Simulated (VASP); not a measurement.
A run of VASP 6.6.1 is set up as follows.

Contents of INCAR:

```
PREC = Accurate
ENCUT = 600
EDIFF = 1E-7
ISMEAR = 0
SIGMA = 0.1
LREAL = False
LASPH = True
NELM = 120
ALGO = Normal
ISIF = 3
LWAVE = False
LCHARG = False
GGA = PE
IVDW = 12
IBRION = 2
NSW = 90
EDIFFG = -0.04
GGA_COMPAT = False
NELMIN = 4
```

KPOINTS

```
regular mesh
0
Gamma
  6 6 4
```

File POSCAR:

```
Ga2O3
1.0
    2.9125689300      0.0000000000      0.0000000000
   -1.4562844600      2.5223586800      0.0000000000
    0.0000000000      0.0000000000      7.1674043400
Ga O
2 3
Direct
    0.3333333300      0.6666666700      0.8326200800
    0.6666666700      0.3333333300      0.1673799200
    0.6666666700      0.3333333300      0.6652401500
    0.0000000000      0.0000000000      0.0000000000
    0.3333333300      0.6666666700      0.3347598500
```

Potentials or basis: VASP PAW PBE potentials, release 64 (Ga_d, O).

Launch:

```bash
$ cat potpaw_PBE.64/Ga_d/POTCAR potpaw_PBE.64/O/POTCAR > POTCAR
$ mpirun -np 1 vasp_std > vasp.out
```

Task: Predict the space group after relaxing (to 0.05 Å).

Result: P-3m1 (No. 164).

Task: What does it give for the relaxed cell?

Result: a = 3.023 Å, b = 3.023 Å, c = 6.750 Å, α = 90.00°, β = 90.00°, γ = 120.00°.

Task: Predict the band gap on the k mesh.

Result: 2.12 eV, direct.

The path:
```
step  energy change (eV)  largest force (eV/Å)  pressure (GPa)  volume (Å³)
   1              0.0000                8.3275            4.71        52.66
   2             -2.4615                3.4814            5.10        54.97
   3             -3.0549                0.2104            1.33        54.24
   4             -3.0776                0.2181           -1.97        54.91
   5             -3.0778                0.2069           -1.69        54.85
   6             -3.0842                0.0886            0.28        54.23
   7             -3.0844                0.0454           -0.03        54.32
   8             -3.0844                0.0504            0.04        54.31
   9             -3.0847                0.0523           -0.08        54.29
  10             -3.0854                0.0589           -0.36        54.24
  11             -3.0854                0.0747           -0.90        54.14
  12             -3.0857                0.0641           -0.64        54.19
  13             -3.0858                0.0648           -0.60        54.16
  14             -3.0862                0.0656           -0.49        54.07
  15             -3.0869                0.0674           -0.27        53.88
  16             -3.0875                0.0692            0.19        53.51
  17             -3.0875                0.0689            0.30        53.42
  18             -3.0878                0.0267            0.12        53.41
```
